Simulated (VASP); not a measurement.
ZrC: single point with PBE

The system is ZrC.

```xyz
2
Lattice="0.0000 2.3544 2.3544 2.3544 0.0000 2.3544 2.3544 2.3544 0.0000" Properties=species:S:1:pos:R:3 pbc="T T T"
Zr    2.3544    2.3544    2.3544
C     0.0000    0.0000    0.0000
```

```
Program                : VASP 6.6.1
Task                   : single point
Functional             : PBE
Potentials or basis    : VASP PAW PBE potentials, release 64 (Zr_sv, C)
Cutoff                 : 520 eV
k mesh                 : 16 × 16 × 16
Occupations            : gaussian, width 0.1 eV
Spin                   : no spin polarisation
Dipole correction      : no
Further INCAR settings : ALGO = Normal; EDIFF = 1e-06; NBANDS = 15
```

| Item | Value |
| --- | --- |
| Pressure | 0.2 GPa |
| Band gap on the k mesh | zero (band 8 reaches 10.48 eV, above the bottom of band 9 at 9.18 eV) |

Levels at points of the mesh, in eV from the Fermi level:
| k point | band 5 | band 6 | band 7 | band 8 | band 9 | band 10 | band 11 | band 12 |
| --- | --- | --- | --- | --- | --- | --- | --- | --- |
| (0.00, 0.00, 0.00) | -11.28 | 0.94 | 0.94 | 0.94 | 1.10 | 1.10 | 1.10 | 2.81 |
| (0.50, 0.00, 0.00) | -8.23 | -5.26 | -2.90 | -2.90 | 4.48 | 4.48 | 5.31 | 6.52 |
| (0.50, 0.50, 0.00) | -10.11 | -2.06 | -1.73 | 0.06 | 0.06 | 4.43 | 5.64 | 5.64 |

Run time: 29 s on 1 thread of Intel(R) Xeon(R) 6975P-C (Granite Rapids) (shared host), peak memory 0.19 GiB.
